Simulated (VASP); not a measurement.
# GaSb (I-4m2) in VASP: a series of runs, part 2 of 2

VASP 6.6.1. The steps go on from the part before.

## 3. Single point, PBE

Contents of INCAR:

```
  PREC = Accurate
  ENCUT = 520
  EDIFF = 1E-6
  ISMEAR = 0
  SIGMA = 0.15
  LREAL = False
  LASPH = True
  NELM = 60
  ALGO = Normal
  ISIF = 2
  LWAVE = False
  LCHARG = True
  GGA = PE
  LELF = True
  LVHAR = True
  NBANDS = 16
```

Contents of KPOINTS:

```
Automatic mesh
0
Gamma
  24 24 24
```

Contents of POSCAR:

```
GaSb
1.0
   -2.7211176026      2.7211176026      1.6333594383
    2.7211176026     -2.7211176026      1.6333594383
    2.7211176026      2.7211176026     -1.6333594383
Ga Sb
1 1
Direct
    0.2500000000      0.7500000000      0.5000000000
    0.0000000000      0.0000000000      0.0000000000
```

Potentials or basis: VASP PAW PBE potentials, release 64 (Ga_d, Sb).

Command:

```
$ cat potpaw_PBE.64/Ga_d/POTCAR potpaw_PBE.64/Sb/POTCAR > POTCAR
$ mpirun -np 1 vasp_std > vasp.out
```

OUTCAR:

```text
PREC = Accurate
   ENCUT = 520
   EDIFF = 1E-6
   ISMEAR = 0
   LREAL = False
   LASPH = True
   NELM = 60
   ISIF = 2
   GGA = PE

 ion  position               nearest neighbor table
   1  0.250  0.750  0.500-   2 2.84   2 2.84   2 2.84   2 2.84
   2  0.000  0.000  0.000-   1 2.84   1 2.84   1 2.84   1 2.84

  LATTYP: Found a body centered tetragonal cell.
 ALAT       =     5.4422352052
 C/A-ratio  =     0.6002531595

  Lattice vectors:

 A1 = (  -2.7211176026,   2.7211176026,   1.6333594383)
 A2 = (   2.7211176026,  -2.7211176026,   1.6333594383)
 A3 = (   2.7211176026,   2.7211176026,  -1.6333594383)

Analysis of symmetry for initial positions (statically):
=====================================================================
 Subroutine PRICEL returns:
 Original cell was already a primitive cell.

 Routine SETGRP: Setting up the symmetry group for a
 body centered tetragonal supercell.

 Subroutine GETGRP returns: Found  8 space group operations
 (whereof  8 operations were pure point group operations)
 out of a pool of 16 trial point group operations.

The static configuration has the point symmetry D_2d.

Analysis of symmetry for dynamics (positions and initial velocities):
=====================================================================
 Subroutine PRICEL returns:
 Original cell was already a primitive cell.

 Routine SETGRP: Setting up the symmetry group for a
 body centered tetragonal supercell.

 Subroutine GETGRP returns: Found  8 space group operations
 (whereof  8 operations were pure point group operations)
 out of a pool of 16 trial point group operations.

The dynamic configuration has the point symmetry D_2d.

 Subroutine INISYM returns: Found  8 space group operations
 (whereof  8 operations are pure point group operations),
 and found     1 'primitive' translations

----------------------------------------------------------------------------------------

                                     Primitive cell

  volume of cell :      48.3767

  direct lattice vectors                    reciprocal lattice vectors
    -2.721117603  2.721117603  1.633359438     0.000000000  0.183748030  0.306117556
     2.721117603 -2.721117603  1.633359438     0.183748030  0.000000000  0.306117556
     2.721117603  2.721117603 -1.633359438     0.183748030  0.183748030  0.000000000

  length of vectors
     4.180529281  4.180529281  4.180529281     0.357031227  0.357031227  0.259858957

  position of ions in fractional coordinates (direct lattice)
     0.250000000  0.750000000  0.500000000
     0.000000000  0.000000000  0.000000000

  ion indices of the primitive-cell ions
   primitive index   ion index
                 1           1
                 2           2

----------------------------------------------------------------------------------------

 KPOINTS: Automatic mesh

Automatic generation of k-mesh.
 Grid dimensions read from file:
 generate k-points for:   24   24   24

 Generating k-lattice:

  Cartesian coordinates                     Fractional coordinates (reciprocal lattice)
     0.000000000  0.007656168  0.012754898     0.041666667  0.000000000  0.000000000
     0.007656168  0.000000000  0.012754898     0.000000000  0.041666667  0.000000000
     0.007656168  0.007656168  0.000000000     0.000000000  0.000000000  0.041666667

  Length of vectors
     0.014876301  0.014876301  0.010827457

  Shift w.r.t. Gamma in fractional coordinates (k-lattice)
     0.000000000  0.000000000  0.000000000

 Subroutine IBZKPT returns following result:
 ===========================================

 Found   1063 irreducible k-points:

 Following reciprocal coordinates:
            Coordinates               Weight
  0.000000  0.000000  0.000000      1.000000
  0.041667  0.000000 -0.000000      8.000000
  0.083333  0.000000 -0.000000      8.000000
  0.125000  0.000000  0.000000      8.000000
  0.166667  0.000000  0.000000      8.000000
  0.208333  0.000000 -0.000000      8.000000
[... 16 lines left out ...]
  0.416667  0.041667 -0.000000     16.000000
  0.458333  0.041667  0.000000     16.000000
 [... further k-points ...]
   k-points           NKPTS =   1063   k-points in BZ     NKDIM =   1063   number of bands    NBANDS=     16
   number of dos      NEDOS =    301   number of ions     NIONS =      2
   total plane-waves  NPLWV =  32768
   dimension x,y,z NGX =    32 NGY =   32 NGZ =   32
   dimension x,y,z NGXF=    64 NGYF=   64 NGZF=   64
   ions per type =               1   1
   NGX,Y,Z   is equivalent  to a cutoff of  12.73, 12.73, 12.73 a.u.
   NGXF,Y,Z  is equivalent  to a cutoff of  25.45, 25.45, 25.45 a.u.
 SYSTEM =  unknown system
   PREC   = accura    normal or accurate (medium, high low for compatibility)
   ISTART =      0    job   : 0-new  1-cont  2-samecut
   ICHARG =      2    charge: 1-file 2-atom 10-const
   ISPIN  =      1    spin polarized calculation?
   LNONCOLLINEAR =      F non collinear calculations
   LSORBIT =      F    spin-orbit coupling
   LASPH  =      T    aspherical Exc in radial PAW
   ENCUT  =  520.0 eV  38.22 Ry    6.18 a.u.   7.77  7.77  7.77*2*pi/ulx,y,z
   NELM   =     60;   NELMIN=  2; NELMDL= -5     # of ELM steps
   EDIFF  = 0.1E-05   stopping-criterion for ELM
   LREAL  =      F    real-space projection
   EDIFFG = 0.1E-04   stopping-criterion for IOM
   NSW    =      0    number of steps for IOM
   IBRION =     -1    ionic relax: 0-MD 1-quasi-New 2-CG
   NFREE  =      0    steps in history (QN), initial steepest desc. (CG)
   ISIF   =      2    stress and relaxation
   ISYM   =      2    0-nonsym 1-usesym 2-fastsym
   POTIM  = 0.5000    time-step for ionic-motion
   TEBEG  =    0.0;   TEEND  =   0.0 temperature during run
   PSTRESS=    0.0 pullay stress
   NELECT =      18.0000    total number of electrons
   NUPDOWN=      -1.0000    fix difference up-down
   EMIN   =  10.00;   EMAX   =-10.00  energy-range for DOS
   EFERMI =   0.00;   METHOD = LEGACY
   ISMEAR =     0;   SIGMA  =   0.15  broadening in eV -4-tet -1-fermi 0-gaus
   EFERMI_NEDOS =   21; number of points for ismear=-14 and -15
   IALGO  =     38    algorithm
   IMIX   =      4    mixing-type and parameters
     AMIX     =   0.40;   BMIX     =  1.00
     AMIX_MAG =   1.60;   BMIX_MAG =  1.00
  volume/ion in A,a.u.               =      24.19       163.23
  Fermi-wavevector in a.u.,A,eV,Ry     =   1.177480  2.225115 18.863922  1.386459
  Thomas-Fermi vector in A             =   2.313826
   LORBIT       =      0    0 simple, 1 ext, 2 COOP (PROOUT), +10 PAW based schemes
   GGA     = PE    functional components
   LHFCALC =     F    Hartree Fock is set to
   AEXX    =    0.0000 exact exchange contribution
   IVDW    =     0    specifies the selected vdW correction
   LEPSILON=     F    determine dielectric tensor
   LRPA    =     F    only Hartree local field effects (RPA)
 non-spin polarized calculation
 Gauss-broadening in eV      SIGMA  =   0.15
  energy-cutoff  :      520.00
  volume of cell :       48.38
 maximum number of plane-waves:      1326
   NGX = 15   NGY = 15   NGZ = 15

 number of electron      18.0000007 magnetization

 Free energy of the ion-electron system (eV)
  ---------------------------------------------------
  ext. energy  EPLUGINS =         0.00000000
  ---------------------------------------------------
  free energy    TOTEN  =        -6.98050354 eV

  energy without entropy =       -6.97119910  energy(sigma->0) =       -6.97585132

 E-fermi :   6.5415     XC(G=0): -10.2182

 val. band max:        6.5400741689   @ k =  -0.2917   0.4167   0.1250
 cond. band min:       6.5420794473   @ k =  -0.3333   0.3333   0.2083
 fundamental gap:      0.0020052784
 Fermi energy:         6.5414561014

 k-point     1 :       0.0000    0.0000    0.0000
  band No.  band energies     occupation
      1      -8.4236      2.00000
      2      -8.3498      2.00000
      3      -8.3415      2.00000
      4      -8.3317      2.00000
      5      -8.3317      2.00000
      6      -5.3804      2.00000
[... 8 lines left out ...]
     15      15.9907      0.00000
     16      17.2866      0.00000
[... 419 lines left out ...]
 k-point    24 :       0.4583    0.0417    0.0000
  band No.  band energies     occupation
      1      -8.3885      2.00000
      2      -8.3781      2.00000
      3      -8.3600      2.00000
      4      -8.3180      2.00000
      5      -8.3121      2.00000
      6      -1.9809      2.00000
[... 8 lines left out ...]
     15      17.0353      0.00000
     16      17.3672      0.00000

 [... further k-points ...]
[... 5 lines left out ...]
  --------------------------------------------------------------------------------------
  -------------------------------------------------------------------------------------
  Total        0.3553153      0.3553153     -0.3780402      0.0000000      0.0000000      0.0000000
  in kB       11.7676064     11.7676064    -12.5202279      0.0000000      0.0000000      0.0000000
  external PRESSURE =       3.6716616 kB  Pullay stress =       0.0000000 kB

 VOLUME and BASIS-vectors are now :
 -----------------------------------------------------------------------------
  energy-cutoff  :      520.00
  volume of cell :       48.38
      direct lattice vectors                 reciprocal lattice vectors
    -2.721117603  2.721117603  1.633359438     0.000000000  0.183748030  0.306117556
     2.721117603 -2.721117603  1.633359438     0.183748030  0.000000000  0.306117556
     2.721117603  2.721117603 -1.633359438     0.183748030  0.183748030  0.000000000

 POSITION                                       TOTAL-FORCE (eV/Angst)
 -----------------------------------------------------------------------------------
      2.72112     -0.00000      0.81668        -0.000000      0.000000      0.000000
      0.00000      0.00000      0.00000         0.000000     -0.000000     -0.000000
 -----------------------------------------------------------------------------------
    total drift:                                0.000000     -0.000000      0.000000

  FREE ENERGIE OF THE ION-ELECTRON SYSTEM (eV)
  ---------------------------------------------------
  free  energy   TOTEN  =        -6.9805035401 eV

  energy  without entropy=       -6.9711990998  energy(sigma->0) =       -6.97585132
```

stdout:

```text
POSCAR found type information on POSCAR GaSb
 POSCAR found :  2 types and       2 ions
 scaLAPACK will be used
 LDA part: xc-table for (Slater+PW92), standard interpolation
 POSCAR, INCAR and KPOINTS ok, starting setup
 FFT: planning ... GRIDC
 FFT: planning ... GRID_SOFT
 FFT: planning ... GRID
 WAVECAR not read
 entering main loop
```

Run time: 3.8 min. Hardware: 1 thread of AMD EPYC 9R45 (Zen 5), shared host; peak memory 0.86 GiB.

What came out:

| Quantity | Value |
| --- | --- |
| Free energy | -6.9805 eV |
| Pressure | 0.4 GPa |
| Band gap on the k mesh | zero (bands 9 and 10 overlap by 4.86 eV) |

Caveat: spin-orbit coupling is left out, which moves the levels of the heavy elements.
